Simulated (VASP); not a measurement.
Here is a VASP 6.6.1 calculation.

File INCAR:

```
SYSTEM = Sr
PREC     = Accurate       ! precision mode
ENCUT    = 600            ! plane-wave cutoff, eV
EDIFF    = 1E-7           ! SCF threshold, eV
ISMEAR   = -1             ! smearing method
SIGMA    = 0.08           ! smearing width, eV
LREAL    = .FALSE.        ! projectors in reciprocal space
LASPH    = .TRUE.         ! aspherical terms in the spheres
NELM     = 100            ! most SCF steps
ALGO     = Normal         ! electronic algorithm
ISIF     = 4              ! what is computed and relaxed
LWAVE    = .FALSE.        ! write WAVECAR
LCHARG   = .FALSE.        ! write CHGCAR
GGA      = PE             ! functional
IBRION   = 2              ! ionic algorithm
NSW      = 50             ! ionic steps
EDIFFG   = -0.005         ! ionic threshold
```

File KPOINTS:

```
Automatic mesh
0
G
  9 9 3
  0 0 0
```

Contents of POSCAR:

```
Sr
1.0
    3.2707008584      0.0000000000      0.0000000000
   -1.6353504292      2.8325100315      0.0000000000
    0.0000000000      0.0000000000     10.7100622916
Sr
4
Direct
    0.0000000000      0.0000000000      0.0000000000
    0.0000000000      0.0000000000      0.5000000000
    0.3333333333      0.6666666667      0.2500000000
    0.6666666667      0.3333333333      0.7500000000
```

Potentials or basis: VASP PAW PBE potentials, release 64 (Sr_sv).

The run is started by

```bash
$ cat potpaw_PBE.64/Sr_sv/POTCAR > POTCAR
$ mpirun -np 1 vasp_std > vasp.out
```

(1) What does it give for the band gap on the k mesh?

Results:

(1) zero (bands 20 and 21 overlap by 0.90 eV).
